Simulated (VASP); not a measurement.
# PtSe2 (Sudovikovite) (P-3m1) in VASP: settings compared

PtSe2 (Sudovikovite) is run at these levels: r2SCAN, BLYP, revPBE+D3(BJ), revPBE+D4; tasks: single point, relaxation of cell and atoms.

Everything below comes from runs of VASP 6.6.1. Logs are shortened: lines on timing, memory, paths and dates and some standing lists are left out, and cuts for length are marked.

**1. The cell of the first run**

It takes space group P-3m1 (No. 164, trigonal). Conventional cell: a = 3.724 Å, b = 3.724 Å, c = 5.062 Å, α = 90.00°, β = 90.00°, γ = 120.00°. Pt (site symmetry -3m) has 6 Se at 2.49 Å within 3.3 Å. Se (site symmetry 3m) has 3 Pt at 2.49 Å within 3.3 Å.

**2. Single point, r2SCAN**

POSCAR

```
PtSe2
1.0
    3.7240000000      0.0000000000      0.0000000000
   -1.8620000000      3.2250786037      0.0000000000
    0.0000000000      0.0000000000      5.0620000000
Pt Se
1 2
Direct
    0.0000000000      0.0000000000      0.0000000000
    0.6666666667      0.3333333333      0.7500000000
    0.3333333333      0.6666666667      0.2500000000
```

INCAR.step1

```
PREC     = Accurate       # precision mode
ENCUT    = 520            # plane-wave cutoff, eV
ISMEAR   = -1             # smearing method
SIGMA    = 0.05           # smearing width, eV
LREAL    = False          # projectors in reciprocal space
LASPH    = True           # aspherical terms in the spheres
NELM     = 100            # most SCF steps
NBANDS   = 18             # bands
GGA      = PE             # functional
ALGO     = Normal         # electronic algorithm
EDIFF    = 1E-4           # SCF threshold, eV
LWAVE    = True           # write WAVECAR
LCHARG   = False          # write CHGCAR
```

INCAR.step2

```
PREC     = Accurate       # precision mode
ENCUT    = 520            # plane-wave cutoff, eV
EDIFF    = 1E-6           # SCF threshold, eV
ISMEAR   = -1             # smearing method
SIGMA    = 0.05           # smearing width, eV
LREAL    = False          # projectors in reciprocal space
LASPH    = True           # aspherical terms in the spheres
NELM     = 100            # most SCF steps
ALGO     = Normal         # electronic algorithm
ISIF     = 2              # what is computed and relaxed
LWAVE    = False          # write WAVECAR
LCHARG   = False          # write CHGCAR
METAGGA  = R2SCAN         # meta-GGA
LMIXTAU  = True         
NBANDS   = 18             # bands
ISTART   = 1
```

KPOINTS

```
Automatic mesh
0
Gamma
  8 8 5
```

Potentials or basis: VASP PAW PBE potentials, release 64 (Pt, Se).

Command:

```bash
$ cat potpaw_PBE.64/Pt/POTCAR potpaw_PBE.64/Se/POTCAR > POTCAR
$ cp INCAR.step1 INCAR
$ mpirun -np 1 vasp_std > vasp.out
$ cp INCAR.step2 INCAR
$ mpirun -np 1 vasp_std > vasp.out
```

OUTCAR:

```text
PREC = Accurate
   ENCUT = 520
   EDIFF = 1E-6
   ISMEAR = -1
   LREAL = False
   LASPH = True
   NELM = 100
   ISIF = 2
   METAGGA = R2SCAN
   ISTART = 1

 ion  position               nearest neighbor table
   1  0.000  0.000  0.000-   2 2.49   3 2.49   2 2.49   3 2.49   2 2.49   3 2.49
   2  0.667  0.333  0.750-   1 2.49   1 2.49   1 2.49
   3  0.333  0.667  0.250-   1 2.49   1 2.49   1 2.49

  LATTYP: Found a hexagonal cell.
 ALAT       =     3.7240000000
 C/A-ratio  =     1.3592910849

  Lattice vectors:

 A1 = (   3.7240000000,   0.0000000000,   0.0000000000)
 A2 = (  -1.8620000000,   3.2250786037,   0.0000000000)
 A3 = (   0.0000000000,   0.0000000000,   5.0620000000)

Analysis of symmetry for initial positions (statically):
=====================================================================
 Subroutine PRICEL returns:
 Original cell was already a primitive cell.

 Routine SETGRP: Setting up the symmetry group for a
 hexagonal supercell.

 Subroutine GETGRP returns: Found 12 space group operations
 (whereof 12 operations were pure point group operations)
 out of a pool of 24 trial point group operations.

The static configuration has the point symmetry D_3d.

Analysis of symmetry for dynamics (positions and initial velocities):
=====================================================================
 Subroutine PRICEL returns:
 Original cell was already a primitive cell.

 Routine SETGRP: Setting up the symmetry group for a
 hexagonal supercell.

 Subroutine GETGRP returns: Found 12 space group operations
 (whereof 12 operations were pure point group operations)
 out of a pool of 24 trial point group operations.

The dynamic configuration has the point symmetry D_3d.

 Subroutine INISYM returns: Found 12 space group operations
 (whereof 12 operations are pure point group operations),
 and found     1 'primitive' translations

----------------------------------------------------------------------------------------

                                     Primitive cell

  volume of cell :      60.7956

  direct lattice vectors                    reciprocal lattice vectors
     3.724000000  0.000000000  0.000000000     0.268528464  0.155034981  0.000000000
    -1.862000000  3.225078604  0.000000000     0.000000000  0.310069962  0.000000000
     0.000000000  0.000000000  5.062000000     0.000000000  0.000000000  0.197550375

  length of vectors
     3.724000000  3.724000000  5.062000000     0.310069962  0.310069962  0.197550375

  position of ions in fractional coordinates (direct lattice)
     0.000000000  0.000000000  0.000000000
     0.666666667  0.333333333  0.750000000
     0.333333333  0.666666667  0.250000000

  ion indices of the primitive-cell ions
   primitive index   ion index
                 1           1
                 2           2
                 3           3

----------------------------------------------------------------------------------------

 KPOINTS: Automatic mesh

Automatic generation of k-mesh.
 Grid dimensions read from file:
 generate k-points for:    8    8    5

 Generating k-lattice:

  Cartesian coordinates                     Fractional coordinates (reciprocal lattice)
     0.033566058  0.019379373  0.000000000     0.125000000  0.000000000  0.000000000
     0.000000000  0.038758745  0.000000000     0.000000000  0.125000000  0.000000000
     0.000000000  0.000000000  0.039510075     0.000000000  0.000000000  0.200000000

  Length of vectors
     0.038758745  0.038758745  0.039510075

  Shift w.r.t. Gamma in fractional coordinates (k-lattice)
     0.000000000  0.000000000  0.000000000

 Subroutine IBZKPT returns following result:
 ===========================================

 Found     40 irreducible k-points:

 Following reciprocal coordinates:
            Coordinates               Weight
  0.000000  0.000000  0.000000      1.000000
  0.125000 -0.000000  0.000000      6.000000
  0.250000 -0.000000  0.000000      6.000000
  0.375000  0.000000  0.000000      6.000000
  0.500000 -0.000000  0.000000      3.000000
  0.125000  0.125000  0.000000      6.000000
[... 16 lines left out ...]
 -0.125000  0.500000  0.200000     12.000000
  0.250000  0.250000  0.200000     12.000000
 [... further k-points ...]
   k-points           NKPTS =     40   k-points in BZ     NKDIM =     40   number of bands    NBANDS=     18
   number of dos      NEDOS =    301   number of ions     NIONS =      3
   total plane-waves  NPLWV =  31360
   dimension x,y,z NGX =    28 NGY =   28 NGZ =   40
   dimension x,y,z NGXF=    56 NGYF=   56 NGZF=   80
   ions per type =               1   2
   NGX,Y,Z   is equivalent  to a cutoff of  12.50, 12.50, 13.14 a.u.
   NGXF,Y,Z  is equivalent  to a cutoff of  25.00, 25.00, 26.27 a.u.
 SYSTEM =  unknown system
   PREC   = accura    normal or accurate (medium, high low for compatibility)
   ISTART =      1    job   : 0-new  1-cont  2-samecut
   ICHARG =      0    charge: 1-file 2-atom 10-const
   ISPIN  =      1    spin polarized calculation?
   LNONCOLLINEAR =      F non collinear calculations
   LSORBIT =      F    spin-orbit coupling
   LASPH  =      T    aspherical Exc in radial PAW
   ENCUT  =  520.0 eV  38.22 Ry    6.18 a.u.   6.92  6.92  9.41*2*pi/ulx,y,z
   NELM   =    100;   NELMIN=  2; NELMDL=  0     # of ELM steps
   EDIFF  = 0.1E-05   stopping-criterion for ELM
   LREAL  =      F    real-space projection
   EDIFFG = 0.1E-04   stopping-criterion for IOM
   NSW    =      0    number of steps for IOM
   IBRION =     -1    ionic relax: 0-MD 1-quasi-New 2-CG
   NFREE  =      0    steps in history (QN), initial steepest desc. (CG)
   ISIF   =      2    stress and relaxation
   ISYM   =      2    0-nonsym 1-usesym 2-fastsym
   POTIM  = 0.5000    time-step for ionic-motion
   TEBEG  =    0.0;   TEEND  =   0.0 temperature during run
   PSTRESS=    0.0 pullay stress
   NELECT =      22.0000    total number of electrons
   NUPDOWN=      -1.0000    fix difference up-down
   EMIN   =  10.00;   EMAX   =-10.00  energy-range for DOS
   EFERMI =   0.00;   METHOD = LEGACY
   ISMEAR =    -1;   SIGMA  =   0.05  broadening in eV -4-tet -1-fermi 0-gaus
   EFERMI_NEDOS =   21; number of points for ismear=-14 and -15
   IALGO  =     38    algorithm
   IMIX   =      4    mixing-type and parameters
     AMIX     =   0.40;   BMIX     =  1.00
     AMIX_MAG =   1.60;   BMIX_MAG =  1.00
  volume/ion in A,a.u.               =      20.27       136.76
  Fermi-wavevector in a.u.,A,eV,Ry     =   1.166608  2.204570 18.517184  1.360975
  Thomas-Fermi vector in A             =   2.303119
   LORBIT       =      0    0 simple, 1 ext, 2 COOP (PROOUT), +10 PAW based schemes
   METAGGA = R2SCAN    functional components
   LHFCALC =     F    Hartree Fock is set to
   AEXX    =    0.0000 exact exchange contribution
   IVDW    =     0    specifies the selected vdW correction
   LEPSILON=     F    determine dielectric tensor
   LRPA    =     F    only Hartree local field effects (RPA)
 non-spin polarized calculation
  energy-cutoff  :      520.00
  volume of cell :       60.80
 maximum number of plane-waves:      1654
   NGX = 13   NGY = 13   NGZ = 19

 number of electron      21.9999999 magnetization

 Free energy of the ion-electron system (eV)
  ---------------------------------------------------
  ext. energy  EPLUGINS =         0.00000000
  ---------------------------------------------------
  free energy    TOTEN  =       -81.42622029 eV

  energy without entropy =      -81.42318394  energy(sigma->0) =      -81.42470212

 E-fermi :   6.4387     XC(G=0): -11.2673

 val. band max:        6.3444237934   @ k =   0.0000   0.1250   0.2000
 cond. band min:       6.5538860428   @ k =   0.3750   0.2500   0.0000
 fundamental gap:      0.2094622493
 Fermi energy:         6.4387362057

 k-point     1 :       0.0000    0.0000    0.0000
  band No.  band energies     occupation
      1     -10.0098      2.00000
      2      -7.0580      2.00000
      3      -1.1492      2.00000
      4      -0.4553      2.00000
      5      -0.4553      2.00000
      6       2.0635      2.00000
[... 10 lines left out ...]
     17      14.0447      0.00000
     18      18.8666      0.00000

 k-point     2 :       0.1250   -0.0000    0.0000
  band No.  band energies     occupation
      1      -9.8274      2.00000
      2      -7.1432      2.00000
      3      -0.9366      2.00000
      4      -0.3372      2.00000
      5      -0.3181      2.00000
      6       1.8203      2.00000
[... 10 lines left out ...]
     17      14.6101      0.00000
     18      16.6802      0.00000

 k-point     3 :       0.2500   -0.0000    0.0000
  band No.  band energies     occupation
      1      -9.3238      2.00000
      2      -7.3588      2.00000
      3      -0.4282      2.00000
      4      -0.0506      2.00000
      5       0.0909      2.00000
      6       0.8870      2.00000
[... 10 lines left out ...]
     17      15.1080      0.00000
     18      15.1588      0.00000

 k-point     4 :       0.3750    0.0000    0.0000
  band No.  band energies     occupation
      1      -8.6482      2.00000
      2      -7.6456      2.00000
      3      -0.7941      2.00000
      4       0.1876      2.00000
      5       0.4708      2.00000
      6       1.0747      2.00000
[... 10 lines left out ...]
     17      14.4690      0.00000
     18      16.4286      0.00000

 k-point     5 :       0.5000   -0.0000    0.0000
  band No.  band energies     occupation
      1      -8.0785      2.00000
      2      -8.0113      2.00000
      3      -1.3077      2.00000
      4       0.2475      2.00000
      5       0.7572      2.00000
      6       1.9252      2.00000
[... 10 lines left out ...]
     17      14.1540      0.00000
     18      18.2444      0.00000

 k-point     6 :       0.1250    0.1250    0.0000
  band No.  band energies     occupation
      1      -9.4838      2.00000
      2      -7.2907      2.00000
      3      -0.5536      2.00000
      4      -0.1170      2.00000
      5      -0.0816      2.00000
      6       1.3733      2.00000
[... 307 lines left out ...]
 k-point    21 :      -0.1250    0.3750    0.2000
  band No.  band energies     occupation
      1      -8.8094      2.00000
      2      -7.6024      2.00000
      3      -0.6842      2.00000
      4      -0.1878      2.00000
      5       0.3053      2.00000
      6       1.0269      2.00000
[... 10 lines left out ...]
     17      14.9130      0.00000
     18      16.5052      0.00000

 k-point    22 :       0.3750    0.1250    0.2000
  band No.  band energies     occupation
      1      -8.1221      2.00000
      2      -7.9425      2.00000
      3      -1.0746      2.00000
      4       0.0508      2.00000
      5       0.9253      2.00000
      6       0.9375      2.00000
[... 10 lines left out ...]
     17      15.9426      0.00000
     18      16.4472      0.00000

 k-point    23 :      -0.1250    0.5000    0.2000
  band No.  band energies     occupation
      1      -8.2968      2.00000
      2      -7.7300      2.00000
      3      -1.2360      2.00000
      4      -0.1071      2.00000
      5       0.4762      2.00000
      6       1.6230      2.00000
[... 10 lines left out ...]
     17      16.1504      0.00000
     18      16.7953      0.00000

 k-point    24 :       0.2500    0.2500    0.2000
  band No.  band energies     occupation
      1      -8.2833      2.00000
      2      -7.7602      2.00000
      3      -0.6959      2.00000
      4      -0.1928      2.00000
      5       0.2966      2.00000
      6       1.1121      2.00000
[... 10 lines left out ...]
     17      15.3376      0.00000
     18      15.9089      0.00000

 [... further k-points ...]

------------------------ aborting loop because EDIFF is reached ----------------------------------------

  FORCE on cell =-STRESS in cart. coord.  units (eV):
  Direction    XX          YY          ZZ          XY          YZ          ZX
  --------------------------------------------------------------------------------------
  -------------------------------------------------------------------------------------
  Total        1.8893538      1.8893538      1.9118163      0.0000000      0.0000000      0.0000000
  in kB       49.7911040     49.7911040     50.3830690      0.0000000      0.0000000      0.0000000
  external PRESSURE =      49.9884256 kB  Pullay stress =       0.0000000 kB

 VOLUME and BASIS-vectors are now :
 -----------------------------------------------------------------------------
  energy-cutoff  :      520.00
  volume of cell :       60.80
      direct lattice vectors                 reciprocal lattice vectors
     3.724000000  0.000000000  0.000000000     0.268528464  0.155034981  0.000000000
    -1.862000000  3.225078604  0.000000000     0.000000000  0.310069962  0.000000000
     0.000000000  0.000000000  5.062000000     0.000000000  0.000000000  0.197550375

 POSITION                                       TOTAL-FORCE (eV/Angst)
 -----------------------------------------------------------------------------------
      0.00000      0.00000      0.00000        -0.000000      0.000000      0.000000
      1.86200      1.07503      3.79650        -0.000000      0.000000     -0.390261
     -0.00000      2.15005      1.26550         0.000000     -0.000000      0.390261
 -----------------------------------------------------------------------------------
    total drift:                               -0.000000     -0.000000     -0.000000

  FREE ENERGIE OF THE ION-ELECTRON SYSTEM (eV)
  ---------------------------------------------------
  free  energy   TOTEN  =       -81.4262202928 eV

  energy  without entropy=      -81.4231839415  energy(sigma->0) =      -81.42470212
```

Wall time 85 s (1 thread of Intel Xeon Platinum 8559C (Emerald Rapids), shared host); peak memory 0.2 GiB.

Results:

```yaml
Free_energy: -81.4262 eV
Pressure: 5.0 GPa
Largest_force: 0.390 eV/Å
Band_gap_on_the_k_mesh: zero (band 11 reaches 6.72 eV, above the bottom of band 12 at 6.55 eV)
```

Forces in eV/Å, atoms in the order of the input:
```
Pt   0.000  0.000  0.000
Se   0.000  0.000 -0.390
Se   0.000  0.000  0.390
```

Levels at points of the mesh, in eV from the Fermi level:
```
           k point  band 8  band 9  band 10  band 11  band 12  band 13  band 14  band 15
(0.00, 0.00, 0.00)   -2.86   -1.29    -1.29     0.28     1.43     1.43     3.93     4.67
(0.50, 0.00, 0.00)   -3.88   -3.83    -3.77    -3.21     0.67     2.35     4.97     6.23
```

Caveat: the PAW data sets were made with another functional, which shifts forces and pressure a little; spin-orbit coupling is left out, which moves the levels of the heavy elements.

**3. Single point, BLYP**

This run uses another cell than the first one, of 38.49 Å³/atom, 1.900 times its volume.

INCAR

```
PREC     = Accurate       # precision mode
ENCUT    = 520            # plane-wave cutoff, eV
EDIFF    = 1E-6           # SCF threshold, eV
ISMEAR   = -1             # smearing method
SIGMA    = 0.05           # smearing width, eV
LREAL    = False          # projectors in reciprocal space
LASPH    = True           # aspherical terms in the spheres
NELM     = 60             # most SCF steps
ALGO     = Normal         # electronic algorithm
ISIF     = 2              # what is computed and relaxed
LWAVE    = False          # write WAVECAR
LCHARG   = False          # write CHGCAR
GGA      = B5             # functional
ALDAX    = 1.0          
AGGAX    = 1.0          
AGGAC    = 1.0          
ALDAC    = 0.0          
NBANDS   = 18             # bands
```

KPOINTS is that of step 2.

POSCAR

```
PtSe2
1.0
    3.8203644082      0.0000000000      0.0000000000
   -1.9101822041      3.3085326292      0.0000000000
    0.0000000000      0.0000000000      9.1365744544
Pt Se
1 2
Direct
    0.0000000000      0.0000000000      0.0000000000
    0.6666666667      0.3333333333      0.8544294966
    0.3333333333      0.6666666667      0.1455705034
```

Potentials or basis: VASP PAW PBE potentials, release 64 (Pt, Se).

Command:

```bash
$ cat potpaw_PBE.64/Pt/POTCAR potpaw_PBE.64/Se/POTCAR > POTCAR
$ mpirun -np 1 vasp_std > vasp.out
```

Run time: 43 s. Hardware: 1 thread of Intel Xeon Platinum 8559C (Emerald Rapids), shared host; peak memory 0.26 GiB.

It converged, with:

```
Free energy            : -12.2905 eV
Pressure               : 0.2 GPa
Largest force          : 0.051 eV/Å
Band gap on the k mesh : 1.28 eV, indirect (least direct gap 1.43 eV)
```

Forces on the atoms (eV/Å):
```
Pt   0.000  0.000  0.000
Se   0.000  0.000 -0.051
Se   0.000  0.000  0.051
```

Levels at points of the mesh, in eV from the valence-band top:
```
           k point  band 7  band 8  band 9  band 10  band 11  band 12  band 13  band 14  band 15  band 16
(0.00, 0.00, 0.00)   -2.52   -1.12   -0.46     0.00     0.00     2.73     2.73     4.12     5.70     6.75
(0.50, 0.00, 0.00)   -2.09   -2.08   -1.78    -1.60    -1.19     2.16     2.52     4.63     6.33     7.97
```

Caveat: the PAW data sets were made with another functional, which shifts forces and pressure a little; spin-orbit coupling is left out, which moves the levels of the heavy elements.

(Part 1 of 2 ends here.)
